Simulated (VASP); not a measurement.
# WSe3: single point with PBEsol

The system is WSe3.

```
CELL_PARAMETERS angstrom
4.88708 0.00000 0.00000
0.00000 4.88708 0.00000
0.00000 0.00000 4.88708
ATOMIC_POSITIONS crystal
W 0.00000 0.00000 0.00000
Se 0.00000 0.00000 0.50000
Se 0.00000 0.50000 0.00000
Se 0.50000 0.00000 0.00000
```

```yaml
Program: VASP 6.6.1
Task: single point
Functional: PBEsol
Potentials_or_basis: VASP PAW PBE potentials, release 64 (W_sv, Se)
Cutoff: 520 eV
k_mesh: 4 × 4 × 4
Occupations: gaussian, width 0.1 eV
Spin: no spin polarisation
Dipole_correction: no
Further_INCAR_settings: ALGO = Normal; EDIFF = 1e-06; NBANDS = 24
```

| Item | Value |
| --- | --- |
| Pressure | 0.2 GPa |
| Band gap on the k mesh | zero (band 16 reaches 3.01 eV, above the bottom of band 17 at 1.81 eV) |

Levels at points of the mesh, in eV from the Fermi level:
```
           k point  band 13  band 14  band 15  band 16  band 17  band 18  band 19  band 20
(0.00, 0.00, 0.00)    -1.81    -1.10    -1.10    -1.10    -0.39    -0.39    -0.39     0.52
(0.50, 0.00, 0.00)    -2.49    -1.78    -1.56    -0.63    -0.63     0.54     1.45     1.45
(0.50, 0.50, 0.00)    -3.11    -2.00    -2.00     0.50     1.11     1.37     1.48     1.48
(0.50, 0.50, 0.50)    -4.97     0.52     0.52     0.52     1.44     1.44     1.44     4.06
```

Wall time 16 s on 1 thread of AMD EPYC 9R45 (Zen 5) (shared host), peak memory 0.18 GiB.

Caveat: the PAW data sets were made with another functional, which shifts forces and pressure a little; spin-orbit coupling is left out, which moves the levels of the heavy elements.
